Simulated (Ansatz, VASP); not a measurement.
## Na in VASP and in Ansatz

The input INCAR:

```
  PREC = Accurate
  ENCUT = 520
  EDIFF = 1E-6
  ISMEAR = -1
  SIGMA = 0.05
  LREAL = F
  LASPH = T
  NELM = 60
  ALGO = Normal
  ISIF = 2
  LWAVE = F
  LCHARG = F
  GGA = PE
  NBANDS = 10
```

KPOINTS

```
Automatic mesh
0
Gamma
  20 20 20
```

POSCAR

```
Na
1.0
   -2.0985628867      2.0985628867      2.0985628867
    2.0985628867     -2.0985628867      2.0985628867
    2.0985628867      2.0985628867     -2.0985628867
Na
1
Direct
    0.0000000000      0.0000000000      0.0000000000
```

Input for Ansatz:

```yaml
crystal:
  lattice:
    - [-2.0985628867, 2.0985628867, 2.0985628867]
    - [2.0985628867, -2.0985628867, 2.0985628867]
    - [2.0985628867, 2.0985628867, -2.0985628867]
  atoms:
    - { symbol: Na, position: [0.0, 0.0, 0.0] }
kpoints:
  mp_grid: { grid: [20, 20, 20] }
  band_path:
    path:
      - [0.0, 0.0, 0.0]
      - [0.5, -0.5, 0.5]
      - [0.0, 0.0, 0.5]
      - [0.0, 0.0, 0.0]
      - [0.25, 0.25, 0.25]
      - [0.5, -0.5, 0.5]
      - [0.25, 0.25, 0.25]
      - [0.0, 0.0, 0.5]
    npoints: 14
scf:
  occupations: { method: fermi_dirac, width: 0.05 }
  mixing: { algorithm: msr1, beta: 0.2, ndim: 16 }
hamiltonian:
  xc: pbe
  pseudopotentials: { kind: all_electron, lapw: { basis_error: 0.001 } }
output:
  forces: true
  stress: true
  eigenvalues: true
  populations: true
```

Alike in both runs: task single point; functional PBE; k mesh 20 × 20 × 20; occupations fermi-dirac, width 0.05 eV; no spin polarisation.

|  | VASP | Ansatz |
| --- | --- | --- |
| version | VASP 6.6.1 | Ansatz 0.2.0 |
| potentials or method | VASP PAW PBE potentials, release 64 (Na_pv), cutoff 520 eV | all-electron LAPW, scalar-relativistic |

|  | VASP | Ansatz | Ansatz less VASP |
| --- | --- | --- | --- |
| gap on the k mesh at the Fermi level (eV) | none | none | - |
| pressure (GPa) | 0.0 | 0.0 | +0.04 |

A gap of «none» marks a metal or a gap that the smearing closes. Ansatz ran all-electron here, and VASP with PAW potentials.
